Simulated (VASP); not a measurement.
# Ir (R-3m) in VASP: single point with LDA

Aim: the single point of Ir with LDA.

Everything below comes from runs of VASP 6.6.1. Logs are shortened: lines on timing, memory, paths and dates and some standing lists are left out, and cuts for length are marked.

### Step 1. The cell of the first run

It takes space group R-3m (No. 166, trigonal). The conventional cell has a = 2.715 Å, b = 2.715 Å, c = 13.300 Å, α = 90.00°, β = 90.00°, γ = 120.00°. Ir (site symmetry 3m) has 12 Ir at 2.57 to 2.86 Å within 3.4 Å.

### Step 2. Single point, LDA (atoms displaced along a vibrational mode)

Contents of INCAR:

```
SYSTEM = Ir
ALGO = Fast ; EDIFF = 1E-6
ENCUT = 520 ; GGA = CA
ISIF = 2 ; ISMEAR = 0
ISYM = 0 ; KPAR = 4
LASPH = .True. ; LCHARG = .False.
LREAL = .False. ; LWAVE = .False.
NBANDS = 16 ; NELM = 80
PREC = Accurate ; SIGMA = 0.15
```

Contents of KPOINTS:

```
k-points
0
Gamma
  24 24 20
  0 0 0
```

Contents of POSCAR:

```
Ir
1.0
    0.0000000000     -1.9197000000     -1.9197000000
   -1.9197000000      0.0000000000     -1.9197000000
    1.9197000000      1.9197000000     -3.8394000000
Ir
2
Direct
    0.5067617102      0.5067617102      0.4796993584
   -0.0067617102     -0.0067617102      0.0203006416
```

Potentials or basis: VASP PAW LDA potentials, release 64 (Ir).

Started as:

```sh
$ cat potpaw_LDA.64/Ir/POTCAR > POTCAR
$ mpirun -np 4 vasp_std > vasp.out
```

OUTCAR:

```text
SYSTEM = Ir
   EDIFF = 1E-6
   ENCUT = 520
   GGA = CA
   ISIF = 2
   ISMEAR = 0
   ISYM = 0
   LASPH = .True.
   LREAL = .False.
   NELM = 80
   PREC = Accurate

 ion  position               nearest neighbor table
   1  0.507  0.507  0.480-   2 2.57   2 2.57   2 2.57   2 2.86   2 2.86   2 2.86
   2  0.993  0.993  0.020-   1 2.57   1 2.57   1 2.57   1 2.86   1 2.86   1 2.86

IMPORTANT INFORMATION: All symmetrisations will be switched off!
NOSYMM: (Re-)initialisation of all symmetry stuff for point group C_1.

----------------------------------------------------------------------------------------

                                     Primitive cell

  volume of cell :      28.2983

  direct lattice vectors                    reciprocal lattice vectors
     0.000000000 -1.919700000 -1.919700000     0.130228682 -0.390686045 -0.130228682
    -1.919700000  0.000000000 -1.919700000    -0.390686045  0.130228682 -0.130228682
     1.919700000  1.919700000 -3.839400000     0.130228682  0.130228682 -0.130228682

  length of vectors
     2.714865776  2.714865776  4.702285459     0.431919674  0.431919674  0.225562693

  position of ions in fractional coordinates (direct lattice)
     0.506761710  0.506761710  0.479699358
     0.993238290  0.993238290  0.020300642

  ion indices of the primitive-cell ions
   primitive index   ion index
                 1           1
                 2           2

----------------------------------------------------------------------------------------

 KPOINTS: k-points

Automatic generation of k-mesh.
 Grid dimensions read from file:
 generate k-points for:   24   24   20

 Generating k-lattice:

  Cartesian coordinates                     Fractional coordinates (reciprocal lattice)
     0.005426195 -0.016278585 -0.005426195     0.041666667  0.000000000 -0.000000000
    -0.016278585  0.005426195 -0.005426195     0.000000000  0.041666667 -0.000000000
     0.006511434  0.006511434 -0.006511434     0.000000000  0.000000000  0.050000000

  Length of vectors
     0.017996653  0.017996653  0.011278135

  Shift w.r.t. Gamma in fractional coordinates (k-lattice)
     0.000000000  0.000000000  0.000000000

 -----------------------------------------------------------------------------
|                                                                             |
|           W    W    AA    RRRRR   N    N  II  N    N   GGGG   !!!           |
|           W    W   A  A   R    R  NN   N  II  NN   N  G    G  !!!           |
|           W    W  A    A  R    R  N N  N  II  N N  N  G       !!!           |
|           W WW W  AAAAAA  RRRRR   N  N N  II  N  N N  G  GGG   !            |
|           WW  WW  A    A  R   R   N   NN  II  N   NN  G    G                |
|           W    W  A    A  R    R  N    N  II  N    N   GGGG   !!!           |
|                                                                             |
|     Your reciprocal lattice and k-lattice belong to different lattice       |
|     classes:                                                                |
|                                                                             |
|        The reciprocal lattice is rhombohedral (trigonal),                   |
|        whereas your k-lattice is base-centered monoclinic.                  |
|                                                                             |
|     Results are often still useful ...                                      |
|                                                                             |
 -----------------------------------------------------------------------------

 WARNING: IBZKPT: internal override: KBLOWUP is changed to .FALSE.
      ... skipping the blow-up phase ...

 Subroutine IBZKPT returns following result:
 ===========================================

 Found   5764 irreducible k-points:

 Following reciprocal coordinates:
            Coordinates               Weight
  0.000000  0.000000  0.000000      1.000000
  0.041667  0.000000  0.000000      2.000000
  0.083333  0.000000  0.000000      2.000000
  0.125000  0.000000 -0.000000      2.000000
  0.166667  0.000000  0.000000      2.000000
  0.208333  0.000000  0.000000      2.000000
[... 16 lines left out ...]
  0.375000  0.041667 -0.000000      2.000000
  0.416667  0.041667 -0.000000      2.000000
 [... further k-points ...]
   k-points           NKPTS =   5764   k-points in BZ     NKDIM =   5764   number of bands    NBANDS=     16
   number of dos      NEDOS =    301   number of ions     NIONS =      2
   total plane-waves  NPLWV =  14400
   dimension x,y,z NGX =    20 NGY =   20 NGZ =   36
   dimension x,y,z NGXF=    40 NGYF=   40 NGZF=   72
   ions per type =               2
   NGX,Y,Z   is equivalent  to a cutoff of  12.25, 12.25, 12.73 a.u.
   NGXF,Y,Z  is equivalent  to a cutoff of  24.49, 24.49, 25.46 a.u.
 SYSTEM =  Ir
   PREC   = accura    normal or accurate (medium, high low for compatibility)
   ISTART =      0    job   : 0-new  1-cont  2-samecut
   ICHARG =      2    charge: 1-file 2-atom 10-const
   ISPIN  =      1    spin polarized calculation?
   LNONCOLLINEAR =      F non collinear calculations
   LSORBIT =      F    spin-orbit coupling
   LASPH  =      T    aspherical Exc in radial PAW
   ENCUT  =  520.0 eV  38.22 Ry    6.18 a.u.   5.05  5.05  8.74*2*pi/ulx,y,z
   NELM   =     80;   NELMIN=  2; NELMDL= -5     # of ELM steps
   EDIFF  = 0.1E-05   stopping-criterion for ELM
   LREAL  =      F    real-space projection
   EDIFFG = 0.1E-04   stopping-criterion for IOM
   NSW    =      0    number of steps for IOM
   IBRION =     -1    ionic relax: 0-MD 1-quasi-New 2-CG
   NFREE  =      0    steps in history (QN), initial steepest desc. (CG)
   ISIF   =      2    stress and relaxation
   ISYM   =      0    0-nonsym 1-usesym 2-fastsym
   POTIM  = 0.5000    time-step for ionic-motion
   TEBEG  =    0.0;   TEEND  =   0.0 temperature during run
   PSTRESS=    0.0 pullay stress
   NELECT =      18.0000    total number of electrons
   NUPDOWN=      -1.0000    fix difference up-down
   EMIN   =  10.00;   EMAX   =-10.00  energy-range for DOS
   EFERMI =   0.00;   METHOD = LEGACY
   ISMEAR =     0;   SIGMA  =   0.15  broadening in eV -4-tet -1-fermi 0-gaus
   EFERMI_NEDOS =   21; number of points for ismear=-14 and -15
   IALGO  =     68    algorithm
   IMIX   =      4    mixing-type and parameters
     AMIX     =   0.40;   BMIX     =  1.00
     AMIX_MAG =   1.60;   BMIX_MAG =  1.00
  volume/ion in A,a.u.               =      14.15        95.48
  Fermi-wavevector in a.u.,A,eV,Ry     =   1.407923  2.660589 26.970118  1.982248
  Thomas-Fermi vector in A             =   2.530133
   LORBIT       =      0    0 simple, 1 ext, 2 COOP (PROOUT), +10 PAW based schemes
   GGA     = CA    functional components
   LHFCALC =     F    Hartree Fock is set to
   AEXX    =    0.0000 exact exchange contribution
   IVDW    =     0    specifies the selected vdW correction
   LEPSILON=     F    determine dielectric tensor
   LRPA    =     F    only Hartree local field effects (RPA)
 non-spin polarized calculation
 RMM-DIIS sequential band-by-band and
 Gauss-broadening in eV      SIGMA  =   0.15
  energy-cutoff  :      520.00
  volume of cell :       28.30
 maximum number of plane-waves:       780
   NGX = 11   NGY = 11   NGZ = 17

 number of electron      18.0000001 magnetization

 Free energy of the ion-electron system (eV)
  ---------------------------------------------------
  ext. energy  EPLUGINS =         0.00000000
  ---------------------------------------------------
  free energy    TOTEN  =       -20.42767641 eV

  energy without entropy =      -20.40628057  energy(sigma->0) =      -20.41697849

 E-fermi :  10.3724     XC(G=0): -14.1184

 val. band max:       10.3722355505   @ k =  -0.0417   0.4583   0.4000
 cond. band min:      10.3725356130   @ k =  -0.3750   0.2083   0.1500
 fundamental gap:      0.0003000625
 Fermi energy:        10.3724215767

 k-point     1 :       0.0000    0.0000    0.0000
  band No.  band energies     occupation
      1      -0.8125      2.00000
      2       2.0869      2.00000
      3       6.1847      2.00000
      4       6.1847      2.00000
      5       6.2280      2.00000
      6       6.2280      2.00000
[... 8 lines left out ...]
     15      25.0706      0.00000
     16      30.1845      0.00000

 k-point     2 :       0.0417    0.0000    0.0000
  band No.  band energies     occupation
      1      -0.7410      2.00000
      2       2.1517      2.00000
      3       6.1046      2.00000
      4       6.1853      2.00000
      5       6.2332      2.00000
      6       6.2692      2.00000
[... 8 lines left out ...]
     15      25.1659      0.00000
     16      29.8428      0.00000

 k-point     3 :       0.0833    0.0000    0.0000
  band No.  band energies     occupation
      1      -0.5295      2.00000
      2       2.3414      2.00000
      3       5.9143      2.00000
      4       6.0548      2.00000
      5       6.3483      2.00000
      6       6.4168      2.00000
[... 8 lines left out ...]
     15      25.4409      0.00000
     16      29.0396      0.00000

 k-point     4 :       0.1250    0.0000   -0.0000
  band No.  band energies     occupation
      1      -0.1873      2.00000
      2       2.6404      2.00000
      3       5.6574      2.00000
      4       5.8556      2.00000
      5       6.5043      2.00000
      6       6.6784      2.00000
[... 8 lines left out ...]
     15      25.8606      0.00000
     16      28.1828      0.00000
[... 324 lines left out ...]
 k-point    22 :       0.3333    0.0417    0.0000
  band No.  band energies     occupation
      1       2.3449      2.00000
      2       3.8134      2.00000
      3       4.5898      2.00000
      4       5.2173      2.00000
      5       6.1837      2.00000
      6       6.6896      2.00000
[... 8 lines left out ...]
     15      24.9125      0.00000
     16      27.9271      0.00000

 k-point    23 :       0.3750    0.0417   -0.0000
  band No.  band energies     occupation
      1       2.7715      2.00000
      2       3.7064      2.00000
      3       4.4397      2.00000
      4       5.1927      2.00000
      5       6.3870      2.00000
      6       6.4893      2.00000
[... 8 lines left out ...]
     15      23.7471      0.00000
     16      27.5652      0.00000

 k-point    24 :       0.4167    0.0417   -0.0000
  band No.  band energies     occupation
      1       3.0130      2.00000
      2       3.5951      2.00000
      3       4.3354      2.00000
      4       5.1834      2.00000
      5       6.3817      2.00000
      6       6.6245      2.00000
[... 8 lines left out ...]
     15      22.9074      0.00000
     16      26.9829      0.00000

 [... further k-points ...]

------------------------ aborting loop because EDIFF is reached ----------------------------------------

  FORCE on cell =-STRESS in cart. coord.  units (eV):
  Direction    XX          YY          ZZ          XY          YZ          ZX
  --------------------------------------------------------------------------------------
  -------------------------------------------------------------------------------------
  Total        0.1314557      0.1314550      0.1314642      0.3922599     -0.3925159     -0.3925166
  in kB        7.4426925      7.4426525      7.4431690     22.2087633    -22.2232579    -22.2232970
  external PRESSURE =       7.4428380 kB  Pullay stress =       0.0000000 kB

 VOLUME and BASIS-vectors are now :
 -----------------------------------------------------------------------------
  energy-cutoff  :      520.00
  volume of cell :       28.30
      direct lattice vectors                 reciprocal lattice vectors
     0.000000000 -1.919700000 -1.919700000     0.130228682 -0.390686045 -0.130228682
    -1.919700000  0.000000000 -1.919700000    -0.390686045  0.130228682 -0.130228682
     1.919700000  1.919700000 -3.839400000     0.130228682  0.130228682 -0.130228682

 POSITION                                       TOTAL-FORCE (eV/Angst)
 -----------------------------------------------------------------------------------
     -0.05195     -0.05195     -3.78742         1.477556      1.477556     -1.478015
     -1.86775     -1.86775     -3.89138        -1.477556     -1.477556      1.478015
 -----------------------------------------------------------------------------------
    total drift:                               -0.000002     -0.000001      0.000001

  FREE ENERGIE OF THE ION-ELECTRON SYSTEM (eV)
  ---------------------------------------------------
  free  energy   TOTEN  =       -20.4276764054 eV

  energy  without entropy=      -20.4062805744  energy(sigma->0) =      -20.41697849
```

Run time: 16 min. Hardware: 4 MPI ranks of Oxide Virtual Turin-like, shared host; peak memory 2 GiB.

Results:

```
Free energy            : -20.4277 eV
Pressure               : 0.7 GPa
Largest force          : 2.559 eV/Å
Band gap on the k mesh : zero (bands 9 and 10 overlap by 2.70 eV)
```

Forces in eV/Å, atoms in the order of the input:
```
Ir   1.478  1.478 -1.478
Ir  -1.478 -1.478  1.478
```

Caveat: the cell differs from its parent crystal (atoms displaced along a vibrational mode); spin-orbit coupling is left out, which moves the levels of the heavy elements; forces of over 1 eV/Å act on the atoms, so gaps and moduli don't describe the material at rest.
